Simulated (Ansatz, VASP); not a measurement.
## LiNbO3 in VASP and in Ansatz

```
CELL_PARAMETERS angstrom
2.59495 1.49820 4.67222
-2.59495 1.49820 4.67222
0.00000 -2.99639 4.67222
ATOMIC_POSITIONS crystal
Li 0.71836 0.71836 0.71836
Li 0.21836 0.21836 0.21836
Nb 0.99948 0.99948 0.99948
Nb 0.49948 0.49948 0.49948
O 0.27891 0.64193 0.88951
O 0.64193 0.88951 0.27891
O 0.88951 0.27891 0.64193
O 0.38951 0.14193 0.77891
O 0.77891 0.38951 0.14193
O 0.14193 0.77891 0.38951
```

Alike in both runs: functional PBE; k mesh 7 × 7 × 7; no spin polarisation.

Ansatz relaxed the structure, and its values are those at the end. VASP's run is a single point on that final structure, the one shown.

|  | VASP | Ansatz |
| --- | --- | --- |
| version | VASP 6.6.1 | Ansatz 0.2.0 |
| potentials or method | VASP PAW PBE potentials, release 64 (Li_sv, Nb_sv, O), cutoff 520 eV | plane-wave PAW DFT |
| occupations | gaussian, width 0.01 eV | fixed |
| valence electrons in the cell | 68 | 68 |

|  | VASP | Ansatz | Ansatz less VASP |
| --- | --- | --- | --- |
| rms of the force components (eV/Å) | 0.011 | 0.001 | -0.0108 |

Noted on VASP's run: the cutoff is under 1.25 times that of the potentials, so the pressure is a little rough.
